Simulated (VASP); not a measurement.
# CoO: single point with PBEsol

CoO:

```
Co O
1.0
    -1.50800    1.50800    2.10725
     1.50800   -1.50800    2.10725
     1.50800    1.50800   -2.10725
Co O
1 1
Direct
  0.00000 0.00000 0.00000
  0.50000 0.50000 0.00000
```

- Program: VASP 6.6.1
- Task: single point
- Functional: PBEsol
- Potentials or basis: VASP PAW PBE potentials, release 64 (Co_sv, O)
- Cutoff: 600 eV
- k mesh: 1 × 1 × 1
- Occupations: gaussian, width 0.1 eV
- Spin: collinear spin, ferromagnetic start
- Starting moments: [2.74, 0.38] μB
- Dipole correction: no
- Second run: valence_matched
- Further INCAR settings: ALGO = Normal; EDIFF = 1e-06; NBANDS = 22

```json
{"Pressure": "10.5 GPa", "Net moment": "3.00 μB per cell", "Site moments": "Co +2.05; O +0.61 μB", "Valence electrons inside the program's atomic spheres": "Co 14.95; O 5.11"}
```

Stress tensor (GPa, compression positive):
```
11.56  0.00  0.00
 0.00 11.56  0.00
 0.00  0.00  8.42
```

Levels at points of the mesh, in eV from the Fermi level:
Spin up:
```csv
k point,band 11,band 12,band 13,band 14,band 15,band 16
"(0.00, 0.00, 0.00)",-1.38,-1.15,-1.15,2.46,18.22,19.08
```
Spin down:
```tsv
k point	band 9	band 10	band 11	band 12	band 13	band 14
(0.00, 0.00, 0.00)	-0.06	-0.06	-0.02	1.25	1.43	3.26
```

Wall time 12 s on 1 thread of AMD EPYC 9R45 96-Core Processor (Zen 5), on a shared host, peak memory 0.11 GiB.

Caveat: the k points lie up to 2.95 Å⁻¹ apart; the PAW data sets were made with another functional, which shifts forces and pressure a little; a cell with one magnetic atom can't hold antiferromagnetic order, which such compounds often take; semilocal functionals often make such compounds metallic where correlation or magnetic order opens a gap, which also shifts bond lengths.
